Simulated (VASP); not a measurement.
# Ho2O (P6/mmm) in VASP: single point with PBE

Aim: the single point of Ho2O with PBE.

Program: VASP 6.6.1. These are calculated values, not measurements. Logs are shortened: lines on timing, memory, paths and dates and some standing lists are left out, and cuts for length are marked.

## (1) The cell of the first run

Symmetry: P6/mmm, No. 191, hexagonal system. The conventional cell has a = 6.618 Å, b = 6.618 Å, c = 3.063 Å, α = 90.00°, β = 90.00°, γ = 120.00°. Ho (site symmetry mmm) has 4 O at 2.45 Å and 6 Ho at 3.06 to 3.31 Å within 3.4 Å. Ho (site symmetry 6/mmm) has 14 Ho at 3.06 to 3.65 Å and 6 O at 3.82 Å within 4.0 Å. O (site symmetry -6m2) has 6 Ho at 2.45 Å and 2 O at 3.06 Å within 3.2 Å.

The cell was built from a structure type or drawn by symmetry, and may not be a known phase.

## (2) Single point, PBE

Input file INCAR:

```
ALGO = Normal ; EDIFF = 1E-6
ENCUT = 600 ; GGA = PE
GGA_COMPAT = F ; ISIF = 2
ISMEAR = 0 ; LASPH = T
LCHARG = F ; LMAXMIX = 6
LREAL = F ; LWAVE = F
NBANDS = 33 ; NELM = 200
PREC = Accurate ; SIGMA = 0.2
```

Input file KPOINTS:

```
k-points
0
Gamma
  4 4 4
```

Input file POSCAR:

```
Ho2O
1.0
    6.6180449442      0.0000000000      0.0000000000
   -3.3090224721      5.7313950451      0.0000000000
    0.0000000000      0.0000000000      3.0628614940
Ho O
4 2
Direct
    0.5000048008      0.5000048008      0.0000000000
    0.0000000000      0.0000000000      0.5000000000
    0.0000000000      0.4999951992      0.0000000000
    0.4999951992      0.0000000000      0.0000000000
    0.3333333333      0.6666666667      0.5000000000
    0.6666666667      0.3333333333      0.5000000000
```

Potentials or basis: VASP PAW PBE potentials, release 64 (Ho_3, O), 4f in core.

Run with:

```
$ cat potpaw_PBE.64/Ho_3/POTCAR potpaw_PBE.64/O/POTCAR > POTCAR
$ mpirun -np 1 vasp_std > vasp.out
```

OUTCAR:

```text
EDIFF = 1E-6
   ENCUT = 600
   GGA = PE
   ISIF = 2
   ISMEAR = 0
   LASPH = T
   LREAL = F
   NELM = 200
   PREC = Accurate

 ion  position               nearest neighbor table
   1  0.500  0.500  0.000-   5 2.45   6 2.45   5 2.45   6 2.45   3 3.31   3 3.31   4 3.31   4 3.31
                             2 3.65   2 3.65   2 3.65   2 3.65
   2  0.000  0.000  0.500-   4 3.65   4 3.65   1 3.65   1 3.65   3 3.65   3 3.65   4 3.65   4 3.65
                             3 3.65   3 3.65   1 3.65   1 3.65
   3  0.000  0.500  0.000-   6 2.45   6 2.45   5 2.45   5 2.45   1 3.31   1 3.31   4 3.31   4 3.31
                             2 3.65   2 3.65   2 3.65   2 3.65
   4  0.500  0.000  0.000-   5 2.45   5 2.45   6 2.45   6 2.45   3 3.31   1 3.31   1 3.31   3 3.31
                             2 3.65   2 3.65   2 3.65   2 3.65
   5  0.333  0.667  0.500-   3 2.45   3 2.45   4 2.45   4 2.45   1 2.45   1 2.45
   6  0.667  0.333  0.500-   3 2.45   3 2.45   4 2.45   4 2.45   1 2.45   1 2.45

  LATTYP: Found a hexagonal cell.
 ALAT       =     6.6180449442
 C/A-ratio  =     0.4628045775

  Lattice vectors:

 A1 = (   6.6180449442,   0.0000000000,   0.0000000000)
 A2 = (  -3.3090224721,   5.7313950451,   0.0000000000)
 A3 = (   0.0000000000,   0.0000000000,   3.0628614940)

Analysis of symmetry for initial positions (statically):
=====================================================================
 Subroutine PRICEL returns:
 Original cell was already a primitive cell.

 Routine SETGRP: Setting up the symmetry group for a
 hexagonal supercell.

 Subroutine GETGRP returns: Found 24 space group operations
 (whereof 24 operations were pure point group operations)
 out of a pool of 24 trial point group operations.

The static configuration has the point symmetry D_6h.

Analysis of symmetry for dynamics (positions and initial velocities):
=====================================================================
 Subroutine PRICEL returns:
 Original cell was already a primitive cell.

 Routine SETGRP: Setting up the symmetry group for a
 hexagonal supercell.

 Subroutine GETGRP returns: Found 24 space group operations
 (whereof 24 operations were pure point group operations)
 out of a pool of 24 trial point group operations.

The dynamic configuration has the point symmetry D_6h.

 Subroutine INISYM returns: Found 24 space group operations
 (whereof 24 operations are pure point group operations),
 and found     1 'primitive' translations

----------------------------------------------------------------------------------------

                                     Primitive cell

  volume of cell :     116.1763

  direct lattice vectors                    reciprocal lattice vectors
     6.618044944  0.000000000  0.000000000     0.151102026  0.087238795  0.000000000
    -3.309022472  5.731395045  0.000000000     0.000000000  0.174477591  0.000000000
     0.000000000  0.000000000  3.062861494     0.000000000  0.000000000  0.326492073

  length of vectors
     6.618044944  6.618044944  3.062861494     0.174477591  0.174477591  0.326492073

  position of ions in fractional coordinates (direct lattice)
     0.500004801  0.500004801  0.000000000
     0.000000000  0.000000000  0.500000000
     0.000000000  0.499995199  0.000000000
     0.499995199  0.000000000  0.000000000
     0.333333333  0.666666667  0.500000000
     0.666666667  0.333333333  0.500000000

  ion indices of the primitive-cell ions
   primitive index   ion index
                 1           1
                 2           2
                 3           3
                 4           4
                 5           5
                 6           6

----------------------------------------------------------------------------------------

 KPOINTS: k-points

Automatic generation of k-mesh.
 Grid dimensions read from file:
 generate k-points for:    4    4    4

 Generating k-lattice:

  Cartesian coordinates                     Fractional coordinates (reciprocal lattice)
     0.037775507  0.021809699  0.000000000     0.250000000  0.000000000  0.000000000
     0.000000000  0.043619398  0.000000000     0.000000000  0.250000000  0.000000000
     0.000000000  0.000000000  0.081623018     0.000000000  0.000000000  0.250000000

  Length of vectors
     0.043619398  0.043619398  0.081623018

  Shift w.r.t. Gamma in fractional coordinates (k-lattice)
     0.000000000  0.000000000  0.000000000

 Subroutine IBZKPT returns following result:
 ===========================================

 Found     12 irreducible k-points:

 Following reciprocal coordinates:
            Coordinates               Weight
  0.000000  0.000000  0.000000      1.000000
  0.250000 -0.000000  0.000000      6.000000
  0.500000 -0.000000  0.000000      3.000000
  0.250000  0.250000  0.000000      6.000000
  0.000000  0.000000  0.250000      2.000000
  0.250000 -0.000000  0.250000     12.000000
  0.500000 -0.000000  0.250000      6.000000
  0.250000  0.250000  0.250000     12.000000
  0.000000  0.000000  0.500000      1.000000
  0.250000 -0.000000  0.500000      6.000000
  0.500000 -0.000000  0.500000      3.000000
  0.250000  0.250000  0.500000      6.000000
   k-points           NKPTS =     12   k-points in BZ     NKDIM =     12   number of bands    NBANDS=     33
   number of dos      NEDOS =    301   number of ions     NIONS =      6
   total plane-waves  NPLWV =  69984
   dimension x,y,z NGX =    54 NGY =   54 NGZ =   24
   dimension x,y,z NGXF=   108 NGYF=  108 NGZF=   48
   ions per type =               4   2
   NGX,Y,Z   is equivalent  to a cutoff of  13.56, 13.56, 13.03 a.u.
   NGXF,Y,Z  is equivalent  to a cutoff of  27.13, 27.13, 26.05 a.u.
 SYSTEM =  unknown system
   PREC   = accura    normal or accurate (medium, high low for compatibility)
   ISTART =      0    job   : 0-new  1-cont  2-samecut
   ICHARG =      2    charge: 1-file 2-atom 10-const
   ISPIN  =      1    spin polarized calculation?
   LNONCOLLINEAR =      F non collinear calculations
   LSORBIT =      F    spin-orbit coupling
   LASPH  =      T    aspherical Exc in radial PAW
   ENCUT  =  600.0 eV  44.10 Ry    6.64 a.u.  13.22 13.22  6.12*2*pi/ulx,y,z
   NELM   =    200;   NELMIN=  2; NELMDL= -5     # of ELM steps
   EDIFF  = 0.1E-05   stopping-criterion for ELM
   LREAL  =      F    real-space projection
   EDIFFG = 0.1E-04   stopping-criterion for IOM
   NSW    =      0    number of steps for IOM
   IBRION =     -1    ionic relax: 0-MD 1-quasi-New 2-CG
   NFREE  =      0    steps in history (QN), initial steepest desc. (CG)
   ISIF   =      2    stress and relaxation
   ISYM   =      2    0-nonsym 1-usesym 2-fastsym
   POTIM  = 0.5000    time-step for ionic-motion
   TEBEG  =    0.0;   TEEND  =   0.0 temperature during run
   PSTRESS=    0.0 pullay stress
   NELECT =      48.0000    total number of electrons
   NUPDOWN=      -1.0000    fix difference up-down
   EMIN   =  10.00;   EMAX   =-10.00  energy-range for DOS
   EFERMI =   0.00;   METHOD = LEGACY
   ISMEAR =     0;   SIGMA  =   0.20  broadening in eV -4-tet -1-fermi 0-gaus
   EFERMI_NEDOS =   21; number of points for ismear=-14 and -15
   IALGO  =     38    algorithm
   IMIX   =      4    mixing-type and parameters
     AMIX     =   0.40;   BMIX     =  1.00
     AMIX_MAG =   1.60;   BMIX_MAG =  1.00
  volume/ion in A,a.u.               =      19.36       130.67
  Fermi-wavevector in a.u.,A,eV,Ry     =   1.219316  2.304172 20.228195  1.486730
  Thomas-Fermi vector in A             =   2.354572
   LORBIT       =      0    0 simple, 1 ext, 2 COOP (PROOUT), +10 PAW based schemes
   GGA     = PE    functional components
   LHFCALC =     F    Hartree Fock is set to
   AEXX    =    0.0000 exact exchange contribution
   IVDW    =     0    specifies the selected vdW correction
   LEPSILON=     F    determine dielectric tensor
   LRPA    =     F    only Hartree local field effects (RPA)
 non-spin polarized calculation
 Gauss-broadening in eV      SIGMA  =   0.20
  energy-cutoff  :      600.00
  volume of cell :      116.18
 maximum number of plane-waves:      3912
 NGX is ok and might be reduce to    54
   NGX = 27   NGY = 27   NGZ = 13

 number of electron      47.9999997 magnetization

 Free energy of the ion-electron system (eV)
  ---------------------------------------------------
  ext. energy  EPLUGINS =         0.00000000
  ---------------------------------------------------
  free energy    TOTEN  =       -37.52479776 eV

  energy without entropy =      -37.41796676  energy(sigma->0) =      -37.47138226

 E-fermi :   4.6746     XC(G=0): -10.8043

 val. band max:        4.6718207902   @ k =   0.0000   0.0000   0.0000
 cond. band min:       4.6763152063   @ k =   0.2500  -0.0000   0.0000
 fundamental gap:      0.0044944161
 Fermi energy:         4.6745949514

 k-point     1 :       0.0000    0.0000    0.0000
  band No.  band energies     occupation
      1     -20.7756      2.00000
      2     -19.9027      2.00000
      3     -19.9027      2.00000
      4     -19.4305      2.00000
      5     -19.4305      2.00000
      6     -19.3392      2.00000
[... 25 lines left out ...]
     32       8.0741      0.00000
     33       8.5034      0.00000

 k-point     2 :       0.2500   -0.0000    0.0000
  band No.  band energies     occupation
      1     -20.6463      2.00000
      2     -19.9009      2.00000
      3     -19.8299      2.00000
      4     -19.5632      2.00000
      5     -19.4746      2.00000
      6     -19.3605      2.00000
[... 25 lines left out ...]
     32       8.2974      0.00000
     33       8.4420      0.00000
[... 322 lines left out ...]
     32       9.2001      0.00000
     33       9.4144      0.00000

 k-point    12 :       0.2500    0.2500    0.5000
  band No.  band energies     occupation
      1     -20.5941      2.00000
      2     -20.4478      2.00000
      3     -20.2866      2.00000
      4     -19.9408      2.00000
      5     -19.9039      2.00000
      6     -19.6745      2.00000
[... 25 lines left out ...]
     32       9.0063      0.00000
     33       9.5992      0.00000

------------------------ aborting loop because EDIFF is reached ----------------------------------------

  FORCE on cell =-STRESS in cart. coord.  units (eV):
  Direction    XX          YY          ZZ          XY          YZ          ZX
  --------------------------------------------------------------------------------------
  -------------------------------------------------------------------------------------
  Total        0.8500193      0.8500193      0.2839326      0.0000000      0.0000000      0.0000000
  in kB       11.7225459     11.7225459      3.9156906      0.0000000      0.0000000      0.0000000
  external PRESSURE =       9.1202608 kB  Pullay stress =       0.0000000 kB

 VOLUME and BASIS-vectors are now :
 -----------------------------------------------------------------------------
  energy-cutoff  :      600.00
  volume of cell :      116.18
      direct lattice vectors                 reciprocal lattice vectors
     6.618044944  0.000000000  0.000000000     0.151102026  0.087238795  0.000000000
    -3.309022472  5.731395045  0.000000000     0.000000000  0.174477591  0.000000000
     0.000000000  0.000000000  3.062861494     0.000000000  0.000000000  0.326492073

 POSITION                                       TOTAL-FORCE (eV/Angst)
 -----------------------------------------------------------------------------------
      1.65453      2.86573      0.00000         0.000000      0.000000     -0.000000
      0.00000      0.00000      1.53143         0.000000      0.000000     -0.000000
     -1.65450      2.86567      0.00000         0.000000      0.000000     -0.000000
      3.30899      0.00000      0.00000        -0.000000      0.000000     -0.000000
     -0.00000      3.82093      1.53143         0.000000      0.000000      0.000000
      3.30902      1.91047      1.53143         0.000000      0.000000     -0.000000
 -----------------------------------------------------------------------------------
    total drift:                                0.000000      0.000000      0.000000

  FREE ENERGIE OF THE ION-ELECTRON SYSTEM (eV)
  ---------------------------------------------------
  free  energy   TOTEN  =       -37.5247977623 eV

  energy  without entropy=      -37.4179667583  energy(sigma->0) =      -37.47138226
```

It took 49 s on 1 thread of Intel Xeon Platinum 8488C (Sapphire Rapids), shared host; peak memory 0.26 GiB.

What came out:

| Quantity | Value |
| --- | --- |
| Free energy | -37.5248 eV |
| Pressure | 0.9 GPa |
| Band gap on the k mesh | zero (bands 24 and 25 overlap by 0.69 eV) |

Caveat: the k points lie up to 0.51 Å⁻¹ apart, too coarse for converged energies and pressures of a metal; spin-orbit coupling is left out, which moves the levels of the heavy elements; the 4f electrons are frozen in the core, so they carry no moment and show no levels; the run has no spin polarisation, though such a crystal can be magnetic. With open d or f shells a metallic result of PBE can be an artefact of self-interaction; +U or a hybrid may open a gap.
